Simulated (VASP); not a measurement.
Input of a VASP 6.6.1 run:

INCAR

```
SYSTEM = N
ALGO = Normal
EDIFF = 1E-7
EDIFFG = -0.02
ENCUT = 520
GGA = PS
IBRION = 2
ISIF = 2
ISMEAR = 0
LASPH = .True.
LCHARG = .False.
LREAL = .False.
LWAVE = .False.
NELM = 80
NSW = 80
PREC = Accurate
SIGMA = 0.02
```

Contents of KPOINTS:

```
k-points
0
Gamma
  1 1 1
  0 0 0
```

POSCAR

```
N
1.0
    9.0000000000      0.0000000000      0.0000000000
    0.0000000000      9.5000000000      0.0000000000
    0.0000000000      0.0000000000     10.0000000000
N
2
Direct
    0.5000000000      0.5000000000      0.4445000000
    0.5000000000      0.5000000000      0.5555000000
```

Potentials or basis: VASP PAW PBE potentials, release 64 (N).

Launch:

```sh
$ cat potpaw_PBE.64/N/POTCAR > POTCAR
$ mpirun -np 1 vasp_gam > vasp.out
```

(1) Estimate the energy gained by relaxing.

(2) What does it give for the gap between the frontier levels?

Answers

(1) 0.1 meV/atom.

(2) 8.05 eV.

Caveat: the standard files for N, O and F lose accuracy on very short bonds.
